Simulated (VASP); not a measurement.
Write the native input for VASP 6.6.1 that does the following.

- Task: single point
- Functional: LDA
- Potentials or basis: VASP PAW PBE potentials, release 64 (Gd, O)
- Cutoff: 520 eV
- k mesh: 9 × 9 × 9
- Occupations: fermi-dirac, width 0.05 eV
- Spin: collinear spin, ferromagnetic start
- Starting moments: [7.0, 0.0] μB
- Dipole correction: no
- Further INCAR settings: ALGO = Normal; EDIFF = 1e-06; NBANDS = 23

The structure of GdO lies in POSCAR:

```
GdO
1.0
    0.0000000000      2.7529546205      2.7529546205
    2.7529546205      0.0000000000      2.7529546205
    2.7529546205      2.7529546205      0.0000000000
Gd O
1 1
Direct
    0.0000000000      0.0000000000      0.0000000000
    0.7500000000      0.7500000000      0.7500000000
```

The input as run:

INCAR

```
PREC     = Accurate       # precision mode
ENCUT    = 520            # plane-wave cutoff, eV
EDIFF    = 1E-6           # SCF threshold, eV
ISMEAR   = -1             # smearing method
SIGMA    = 0.05           # smearing width, eV
LREAL    = F              # projectors in reciprocal space
LASPH    = T              # aspherical terms in the spheres
NELM     = 150            # most SCF steps
ALGO     = Normal         # electronic algorithm
ISIF     = 2              # what is computed and relaxed
LWAVE    = F              # write WAVECAR
LCHARG   = F              # write CHGCAR
ISPIN    = 2              # spin polarisation
MAGMOM   = 7 0            # initial moments
LORBIT   = 11             # projections on sites
LMAXMIX  = 6              # l up to which the mixer works
GGA      = CA             # functional
NBANDS   = 23             # bands
```

KPOINTS

```
regular mesh
0
Gamma
  9 9 9
```

Potentials or basis: VASP PAW PBE potentials, release 64 (Gd, O).

Command:

```sh
$ cat potpaw_PBE.64/Gd/POTCAR potpaw_PBE.64/O/POTCAR > POTCAR
$ mpirun -np 1 vasp_std > vasp.out
```

It gave:

| Item | Value |
| --- | --- |
| Pressure | -11.3 GPa |
| Net moment | 6.89 μB per cell |
| Site moments | Gd +6.65; O -0.05 μB |
| Valence electrons inside the program's atomic spheres | Gd 15.20; O 4.93 |

Caveat: the PAW data sets were made with another functional, which shifts forces and pressure a little; a cell with one magnetic atom can't hold antiferromagnetic order, which such compounds often take.

Wall time 55 s on 1 thread of Intel(R) Xeon(R) 6975P-C (Granite Rapids), with other jobs on the host, peak memory 0.2 GiB.
